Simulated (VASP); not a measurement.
# Os in VASP: further runs

Runs on Os. Level: PBE. Tasks: relaxation of cell and atoms, single point.

Everything below comes from runs of VASP 6.6.1. Logs are shortened: lines on timing, memory, paths and dates and some standing lists are left out, and cuts for length are marked.

## Step 1: The cell of the first run

It takes space group Fm-3m (No. 225, cubic). Conventional cell: a = 3.856 Å, b = 3.856 Å, c = 3.856 Å, α = 90.00°, β = 90.00°, γ = 90.00°. Within 3.6 Å of Os (site symmetry m-3m) lie 12 Os at 2.73 Å.

This isn't the form of Os at room conditions, which is hcp.

## Step 2: Relaxation of cell and atoms, PBE

The input, INCAR:

```
SYSTEM = Os
PREC = Accurate ; ENCUT = 600
EDIFF = 1E-6 ; ISMEAR = 0
SIGMA = 0.1 ; LREAL = .False.
LASPH = .True. ; NELM = 80
ALGO = Normal ; ISIF = 3
LWAVE = .False. ; LCHARG = .False.
GGA = PE ; IBRION = 2
NSW = 100 ; EDIFFG = -0.01
```

The input, KPOINTS:

```
regular mesh
0
Gamma
  24 24 24
  0 0 0
```

The input, POSCAR:

```
Os
1.0
    0.0000000000      1.9278824569      1.9278824569
    1.9278824569      0.0000000000      1.9278824569
    1.9278824569      1.9278824569      0.0000000000
Os
1
Direct
    0.0000000000      0.0000000000      0.0000000000
```

Potentials or basis: VASP PAW PBE potentials, release 64 (Os).

On the command line:

```
> cat potpaw_PBE.64/Os/POTCAR > POTCAR
> mpirun -np 1 vasp_std > vasp.out
```

OUTCAR:

```text
SYSTEM = Os
   PREC = Accurate
   ENCUT = 600
   EDIFF = 1E-6
   ISMEAR = 0
   LREAL = .False.
   LASPH = .True.
   NELM = 80
   ISIF = 3
   GGA = PE
   IBRION = 2
   NSW = 100
   EDIFFG = -0.01

 ion  position               nearest neighbor table
   1  0.000  0.000  0.000-

  LATTYP: Found a face centered cubic cell.
 ALAT       =     3.8557649138

  Lattice vectors:

 A1 = (   0.0000000000,   1.9278824569,   1.9278824569)
 A2 = (   1.9278824569,   0.0000000000,   1.9278824569)
 A3 = (   1.9278824569,   1.9278824569,   0.0000000000)

Analysis of symmetry for initial positions (statically):
=====================================================================
 Subroutine PRICEL returns:
 Original cell was already a primitive cell.

 Routine SETGRP: Setting up the symmetry group for a
 face centered cubic supercell.

 Subroutine GETGRP returns: Found 48 space group operations
 (whereof 48 operations were pure point group operations)
 out of a pool of 48 trial point group operations.

The static configuration has the point symmetry O_h .

Analysis of symmetry for dynamics (positions and initial velocities):
=====================================================================
 Subroutine PRICEL returns:
 Original cell was already a primitive cell.

 Routine SETGRP: Setting up the symmetry group for a
 face centered cubic supercell.

 Subroutine GETGRP returns: Found 48 space group operations
 (whereof 48 operations were pure point group operations)
 out of a pool of 48 trial point group operations.

The dynamic configuration has the point symmetry O_h .

 Subroutine INISYM returns: Found 48 space group operations
 (whereof 48 operations are pure point group operations),
 and found     1 'primitive' translations

----------------------------------------------------------------------------------------

                                     Primitive cell

  volume of cell :      14.3308

  direct lattice vectors                    reciprocal lattice vectors
     0.000000000  1.927882457  1.927882457    -0.259351911  0.259351911  0.259351911
     1.927882457  0.000000000  1.927882457     0.259351911 -0.259351911  0.259351911
     1.927882457  1.927882457  0.000000000     0.259351911  0.259351911 -0.259351911

  length of vectors
     2.726437517  2.726437517  2.726437517     0.449210687  0.449210687  0.449210687

  position of ions in fractional coordinates (direct lattice)
     0.000000000  0.000000000  0.000000000

  ion indices of the primitive-cell ions
   primitive index   ion index
                 1           1

----------------------------------------------------------------------------------------

 KPOINTS: regular mesh

Automatic generation of k-mesh.
 Grid dimensions read from file:
 generate k-points for:   24   24   24

 Generating k-lattice:

  Cartesian coordinates                     Fractional coordinates (reciprocal lattice)
    -0.010806330  0.010806330  0.010806330     0.041666667  0.000000000  0.000000000
     0.010806330 -0.010806330  0.010806330     0.000000000  0.041666667  0.000000000
     0.010806330  0.010806330 -0.010806330     0.000000000  0.000000000  0.041666667

  Length of vectors
     0.018717112  0.018717112  0.018717112

  Shift w.r.t. Gamma in fractional coordinates (k-lattice)
     0.000000000  0.000000000  0.000000000

 Subroutine IBZKPT returns following result:
 ===========================================

 Found    413 irreducible k-points:

 Following reciprocal coordinates:
            Coordinates               Weight
  0.000000  0.000000  0.000000      1.000000
  0.041667  0.000000  0.000000      8.000000
  0.083333  0.000000  0.000000      8.000000
  0.125000  0.000000  0.000000      8.000000
  0.166667  0.000000  0.000000      8.000000
  0.208333  0.000000  0.000000      8.000000
[... 16 lines left out ...]
  0.416667  0.041667  0.000000     24.000000
  0.458333  0.041667  0.000000     24.000000
 [... further k-points ...]
   k-points           NKPTS =    413   k-points in BZ     NKDIM =    413   number of bands    NBANDS=      8
   number of dos      NEDOS =    301   number of ions     NIONS =      1
   total plane-waves  NPLWV =  13824
   dimension x,y,z NGX =    24 NGY =   24 NGZ =   24
   dimension x,y,z NGXF=    48 NGYF=   48 NGZF=   48
   ions per type =               1
   NGX,Y,Z   is equivalent  to a cutoff of  14.63, 14.63, 14.63 a.u.
   NGXF,Y,Z  is equivalent  to a cutoff of  29.27, 29.27, 29.27 a.u.
 SYSTEM =  Os
   PREC   = accura    normal or accurate (medium, high low for compatibility)
   ISTART =      0    job   : 0-new  1-cont  2-samecut
   ICHARG =      2    charge: 1-file 2-atom 10-const
   ISPIN  =      1    spin polarized calculation?
   LNONCOLLINEAR =      F non collinear calculations
   LSORBIT =      F    spin-orbit coupling
   LASPH  =      T    aspherical Exc in radial PAW
   ENCUT  =  600.0 eV  44.10 Ry    6.64 a.u.   5.45  5.45  5.45*2*pi/ulx,y,z
   NELM   =     80;   NELMIN=  2; NELMDL= -5     # of ELM steps
   EDIFF  = 0.1E-05   stopping-criterion for ELM
   LREAL  =      F    real-space projection
   EDIFFG = -.1E-01   stopping-criterion for IOM
   NSW    =    100    number of steps for IOM
   IBRION =      2    ionic relax: 0-MD 1-quasi-New 2-CG
   NFREE  =      1    steps in history (QN), initial steepest desc. (CG)
   ISIF   =      3    stress and relaxation
   ISYM   =      2    0-nonsym 1-usesym 2-fastsym
   POTIM  = 0.5000    time-step for ionic-motion
   TEBEG  =    0.0;   TEEND  =   0.0 temperature during run
   PSTRESS=    0.0 pullay stress
   NELECT =       8.0000    total number of electrons
   NUPDOWN=      -1.0000    fix difference up-down
   EMIN   =  10.00;   EMAX   =-10.00  energy-range for DOS
   EFERMI =   0.00;   METHOD = LEGACY
   ISMEAR =     0;   SIGMA  =   0.10  broadening in eV -4-tet -1-fermi 0-gaus
   EFERMI_NEDOS =   21; number of points for ismear=-14 and -15
   IALGO  =     38    algorithm
   IMIX   =      4    mixing-type and parameters
     AMIX     =   0.40;   BMIX     =  1.00
     AMIX_MAG =   1.60;   BMIX_MAG =  1.00
  volume/ion in A,a.u.               =      14.33        96.71
  Fermi-wavevector in a.u.,A,eV,Ry     =   1.347972  2.547298 24.722182  1.817029
  Thomas-Fermi vector in A             =   2.475679
   LORBIT       =      0    0 simple, 1 ext, 2 COOP (PROOUT), +10 PAW based schemes
   GGA     = PE    functional components
   LHFCALC =     F    Hartree Fock is set to
   AEXX    =    0.0000 exact exchange contribution
   IVDW    =     0    specifies the selected vdW correction
   LEPSILON=     F    determine dielectric tensor
   LRPA    =     F    only Hartree local field effects (RPA)
 conjugate gradient relaxation of ions
 non-spin polarized calculation
 Gauss-broadening in eV      SIGMA  =   0.10
  energy-cutoff  :      600.00
  volume of cell :       14.33
 maximum number of plane-waves:       531
 NGX is ok and might be reduce to    24

--------------------------------------- Ionic step        1  -------------------------------------------

 number of electron       8.0000000 magnetization

 Free energy of the ion-electron system (eV)
  ---------------------------------------------------
  ext. energy  EPLUGINS =         0.00000000
  ---------------------------------------------------
  free energy    TOTEN  =       -11.11212431 eV

  energy without entropy =      -11.10664334  energy(sigma->0) =      -11.10938383

------------------------ aborting loop because EDIFF is reached ----------------------------------------

  FORCE on cell =-STRESS in cart. coord.  units (eV):
  Direction    XX          YY          ZZ          XY          YZ          ZX
  --------------------------------------------------------------------------------------
  -------------------------------------------------------------------------------------
  Total        0.0116263      0.0116263      0.0116263      0.0000000     -0.0000000      0.0000000
  in kB        1.2998068      1.2998068      1.2998068      0.0000000     -0.0000000      0.0000000
  external PRESSURE =       1.2998068 kB  Pullay stress =       0.0000000 kB
[... 55 lines left out ...]
  energy  without entropy=      -11.1065962682  energy(sigma->0) =      -11.10934329

--------------------------------------- Ionic step        3  -------------------------------------------

 number of electron       8.0000000 magnetization

 Free energy of the ion-electron system (eV)
  ---------------------------------------------------
  ext. energy  EPLUGINS =         0.00000000
  ---------------------------------------------------
  free energy    TOTEN  =       -11.11212552 eV

  energy without entropy =      -11.10664203  energy(sigma->0) =      -11.10938377

 E-fermi :   8.9817     XC(G=0): -13.9150

 val. band max:        8.9792175637   @ k =   0.3333   0.1667   0.0417
 cond. band min:       8.9827637566   @ k =  -0.2500   0.0417   0.0000
 fundamental gap:      0.0035461928
 Fermi energy:         8.9817186673

 k-point     1 :       0.0000    0.0000    0.0000
  band No.  band energies     occupation
      1      -1.6232      2.00000
      2       6.0871      2.00000
      3       6.0871      2.00000
      4       6.0871      2.00000
      5       9.0263      0.52829
      6       9.0263      0.52828
      7      23.2489      0.00000
      8      28.9255      0.00000
[... 243 lines left out ...]
 k-point    24 :       0.4583    0.0417    0.0000
  band No.  band energies     occupation
      1       1.5719      2.00000
      2       5.8959      2.00000
      3       6.0508      2.00000
      4       8.0957      2.00000
      5      11.2930      0.00000
      6      11.3111      0.00000
      7      18.2323      0.00000
      8      23.1423      0.00000

 [... further k-points ...]

------------------------ aborting loop because EDIFF is reached ----------------------------------------

  FORCE on cell =-STRESS in cart. coord.  units (eV):
  Direction    XX          YY          ZZ          XY          YZ          ZX
  --------------------------------------------------------------------------------------
  -------------------------------------------------------------------------------------
  Total       -0.0000379     -0.0000379     -0.0000379     -0.0000000      0.0000000     -0.0000000
  in kB       -0.0042304     -0.0042304     -0.0042304     -0.0000000      0.0000000     -0.0000000
  external PRESSURE =      -0.0042304 kB  Pullay stress =       0.0000000 kB
[... 16 lines left out ...]
  FREE ENERGIE OF THE ION-ELECTRON SYSTEM (eV)
  ---------------------------------------------------
  free  energy   TOTEN  =       -11.1121255179 eV

  energy  without entropy=      -11.1066420285  energy(sigma->0) =      -11.10938377

 reached required accuracy - stopping structural energy minimisation
```

It took 2 min on 1 thread of Intel Xeon 8259CL, shared host; peak memory 0.2 GiB.

What came out:

| Item | Value |
| --- | --- |
| Free energy | -11.1121 eV |
| Relaxed volume | 14.34 Å³/atom |
| Relaxed cell | a = 2.727 Å, b = 2.727 Å, c = 2.727 Å, α = 60.00°, β = 60.00°, γ = 60.00° |
| Space group after relaxing (to 0.1 Å) | Fm-3m (No. 225) |
| Energy gained by relaxing | 0.0 meV/atom |
| Ionic steps | 3 |
| Pressure after relaxing | 0.0 GPa |
| Band gap on the k mesh | zero (bands 4 and 5 overlap by 3.70 eV) |

Final structure:
```
Os
1.0
     0.00000    1.92809    1.92809
     1.92809    0.00000    1.92809
     1.92809    1.92809    0.00000
Os
1
Direct
  0.00000 0.00000 0.00000
```

Levels at points of the mesh, in eV from the Fermi level:
```tsv
k point	band 1	band 2	band 3	band 4	band 5	band 6	band 7	band 8
(0.00, 0.00, 0.00)	-10.60	-2.89	-2.89	-2.89	0.04	0.04	14.27	19.94
(0.50, 0.00, 0.00)	-7.48	-3.05	-3.05	-0.21	2.37	2.37	8.71	13.80
(0.50, 0.50, 0.00)	-7.35	-6.65	2.31	2.33	3.04	3.04	11.92	12.13
```

Caveat: spin-orbit coupling is left out, which moves the levels of the heavy elements.

## Step 3: Single point, PBE

This run uses another cell than the first one: it holds 4 atoms, not 1.

The input, INCAR:

```
ALGO = Normal
EDIFF = 1E-7
ENCUT = 520
GGA = PE
ISIF = 2
ISMEAR = 0
LASPH = T
LCHARG = F
LREAL = F
LWAVE = F
NBANDS = 24
NELM = 100
PREC = Accurate
SIGMA = 0.1
```

The input, KPOINTS:

```
k-points
0
Gamma
  6 6 4
```

The input, POSCAR:

```
Os
1.0
    1.9361437607     -1.9357534680      0.0000000000
    1.9361437607      1.9357534680      0.0000000000
    0.0000000000      0.0000000000      7.6554427183
Os
4
Direct
    0.7499821972      0.2500178028      0.1249832373
    0.7500178028      0.2499821972      0.6249832373
    0.2500178028      0.7499821972      0.8750167627
    0.2499821972      0.7500178028      0.3750167627
```

Potentials or basis: VASP PAW PBE potentials, release 64 (Os).

On the command line:

```
> cat potpaw_PBE.64/Os/POTCAR > POTCAR
> mpirun -np 1 vasp_std > vasp.out
```

Run time: 34 s. Hardware: 1 thread of Intel Xeon Platinum 8488C (Sapphire Rapids), shared host; peak memory 0.18 GiB.

The run converged. Its results:

```
Free energy            : -44.3951 eV
Pressure               : -0.1 GPa
Band gap on the k mesh : zero (bands 16 and 17 overlap by 2.98 eV)
```

Stress tensor (GPa, compression positive):
```
-0.18  0.00  0.00
 0.00 -0.11  0.00
 0.00  0.00  0.01
```

Levels at points of the mesh, in eV from the Fermi level:
```csv
k point,band 14,band 15,band 16,band 17,band 18,band 19
"(0.00, 0.00, 0.00)",-0.92,-0.92,-0.92,-0.21,0.02,0.88
"(0.50, 0.00, 0.00)",-1.56,-0.34,-0.34,-0.34,-0.34,2.18
"(0.50, 0.50, 0.00)",2.08,2.20,2.20,2.78,2.79,2.79
"(0.00, 0.00, 0.50)",-0.84,-0.31,-0.31,0.09,0.09,1.39
"(0.50, 0.00, 0.50)",-2.29,-2.29,-2.29,1.23,1.23,1.23
"(0.50, 0.50, 0.50)",0.85,0.85,0.85,2.79,2.79,2.79
```

Caveat: the k points lie up to 0.38 Å⁻¹ apart, too coarse for converged energies and pressures of a metal; spin-orbit coupling is left out, which moves the levels of the heavy elements.

## Step 4: Single point, PBE

The input, INCAR:

```
SYSTEM = Os
PREC = Accurate
ENCUT = 520
EDIFF = 1E-7
ISMEAR = 0
SIGMA = 0.1
LREAL = .False.
LASPH = .True.
NELM = 60
ALGO = Fast
ISIF = 2
LWAVE = .False.
LCHARG = .False.
GGA = PE
NBANDS = 10
```

The input, KPOINTS:

```
Automatic mesh
0
Gamma
  28 28 28
  0 0 0
```

The input, POSCAR:

```
Os
1.0
   -1.3632287968      1.3632287968      1.9279368699
    1.3632287968     -1.3632287968      1.9279368699
    1.3632287968      1.3632287968     -1.9279368699
Os
1
Direct
    0.5000000000      0.5000000000      0.0000000000
```

On the command line:

```
> cat potpaw_PBE.64/Os/POTCAR > POTCAR
> mpirun -np 1 vasp_std > vasp.out
```

Wall time 2.2 min (1 thread of Intel Xeon Platinum 8488C (Sapphire Rapids), shared host); peak memory 0.35 GiB.

Results (log left out):

```yaml
Free_energy: -11.1143 eV
Pressure: -0.1 GPa
Band_gap_on_the_k_mesh: zero (bands 4 and 5 overlap by 3.83 eV)
```

Levels at points of the mesh, in eV from the Fermi level:
| k point | band 1 | band 2 | band 3 | band 4 | band 5 | band 6 | band 7 | band 8 |
| --- | --- | --- | --- | --- | --- | --- | --- | --- |
| (0.00, 0.00, 0.00) | -10.60 | -2.89 | -2.89 | -2.89 | 0.05 | 0.05 | 14.28 | 19.96 |
| (0.50, 0.00, 0.00) | -7.47 | -3.04 | -3.04 | -0.20 | 2.38 | 2.38 | 8.73 | 13.81 |
| (0.50, 0.50, 0.00) | -7.35 | -6.65 | 2.32 | 2.34 | 3.05 | 3.05 | 11.93 | 12.14 |
| (0.50, 0.50, 0.50) | -7.35 | -6.65 | 2.32 | 2.34 | 3.05 | 3.05 | 11.93 | 12.14 |

Caveat: spin-orbit coupling is left out, which moves the levels of the heavy elements.

## Step 5: Relaxation of cell and atoms, PBE

The input, INCAR:

```
PREC = Accurate
ENCUT = 600
EDIFF = 1E-6
ISMEAR = 0
SIGMA = 0.1
LREAL = F
LASPH = T
NELM = 100
ALGO = Fast
ISIF = 3
LWAVE = F
LCHARG = F
GGA = PE
IBRION = 2
NSW = 100
EDIFFG = -0.01
```

The input, KPOINTS:

```
regular mesh
0
Gamma
  28 28 28
```

The input, POSCAR:

```
Os
1.0
   -1.3689224002      1.3689224002      1.9138606796
    1.3689224002     -1.3689224002      1.9138606796
    1.3689224002      1.3689224002     -1.9138606796
Os
1
Direct
    0.5000000000      0.5000000000      0.0000000000
```

On the command line:

```
> cat potpaw_PBE.64/Os/POTCAR > POTCAR
> mpirun -np 1 vasp_std > vasp.out
```

Run time: 4.8 min. Hardware: 1 thread of Intel Xeon Platinum 8488C (Sapphire Rapids), shared host; peak memory 0.41 GiB.

The run converged. Its results:

| Quantity | Value |
| --- | --- |
| Free energy | -11.1152 eV |
| Relaxed volume | 14.33 Å³/atom |
| Relaxed cell | a = 2.727 Å, b = 2.727 Å, c = 2.727 Å, α = 120.00°, β = 120.00°, γ = 90.01° |
| Space group after relaxing (to 0.1 Å) | Fm-3m (No. 225) |
| Energy gained by relaxing | 1.2 meV/atom |
| Ionic steps | 5 |
| Pressure after relaxing | 0.0 GPa |
| Band gap on the k mesh | zero (bands 4 and 5 overlap by 3.83 eV) |

The path:
```csv
step,energy change (eV),largest force (eV/Å),pressure (GPa),volume (Å³)
1,0.0000,0.0000,-0.26,14.35
2,-0.0010,0.0000,1.05,14.30
3,-0.0011,0.0000,0.63,14.31
4,-0.0006,0.0000,-2.22,14.41
5,-0.0012,0.0000,0.03,14.33
```

Final structure:
```cif
data_structure
_symmetry_space_group_name_H-M 'P 1'
_symmetry_Int_Tables_number 1
_cell_length_a 2.7265
_cell_length_b 2.7265
_cell_length_c 2.7265
_cell_angle_alpha 119.996
_cell_angle_beta 119.996
_cell_angle_gamma 90.007
_cell_volume 14.33
loop_
_atom_site_label
_atom_site_type_symbol
_atom_site_fract_x
_atom_site_fract_y
_atom_site_fract_z
_atom_site_occupancy
Os1 Os 0.50000 0.50000 0.00000 1
```

Levels at points of the mesh, in eV from the Fermi level:
| k point | band 1 | band 2 | band 3 | band 4 | band 5 | band 6 | band 7 | band 8 |
| --- | --- | --- | --- | --- | --- | --- | --- | --- |
| (0.00, 0.00, 0.00) | -10.60 | -2.89 | -2.89 | -2.88 | 0.05 | 0.06 | 14.28 | 19.95 |
| (0.50, 0.00, 0.00) | -7.47 | -3.04 | -3.04 | -0.20 | 2.38 | 2.38 | 8.73 | 13.81 |
| (0.50, 0.50, 0.00) | -7.35 | -6.64 | 2.32 | 2.34 | 3.05 | 3.05 | 12.14 | 12.14 |
| (0.50, 0.50, 0.50) | -7.35 | -6.65 | 2.32 | 2.34 | 3.05 | 3.05 | 12.14 | 12.14 |

Caveat: spin-orbit coupling is left out, which moves the levels of the heavy elements.

## Step 6: Summary

| task | cell | k mesh | cutoff (eV) | gap on the mesh (eV) | pressure (GPa) | relaxed volume (Å³/atom) |
| --- | --- | --- | --- | --- | --- | --- |
| relaxation of cell and atoms | relaxed from a = 2.726 Å, angles 60.0°, 1 atom, atomic positions A | 24 × 24 × 24 | 600 | none | 0.0 | 14.34 |
| single point | a = 2.738, b = 2.738, c = 7.655 Å, 4 atoms, atomic positions B | 6 × 6 × 4 | 520 | none | -0.1 | - |
| single point | a = 2.726 Å, angles 120.0, 120.0, 90.0°, 1 atom, atomic positions A | 28 × 28 × 28 | 520 | none | -0.1 | - |
| relaxation of cell and atoms | relaxed from a = 2.722 Å, angles 119.6, 119.6, 90.7°, 1 atom, atomic positions A | 28 × 28 × 28 | 600 | none | 0.0 | 14.33 |

Alike in all rows: level PBE; potentials or basis VASP PAW PBE potentials, release 64 (Os); no spin polarisation; smearing gaussian 0.1 eV.

Caveats: some runs use coarse meshes; spin-orbit coupling is left out, which moves the levels of the heavy elements.

Total energies depend on the potentials used, so only differences within one code and one set of settings carry meaning.

The gap in the log of VASP goes by the Fermi energy; the results here count the filled bands.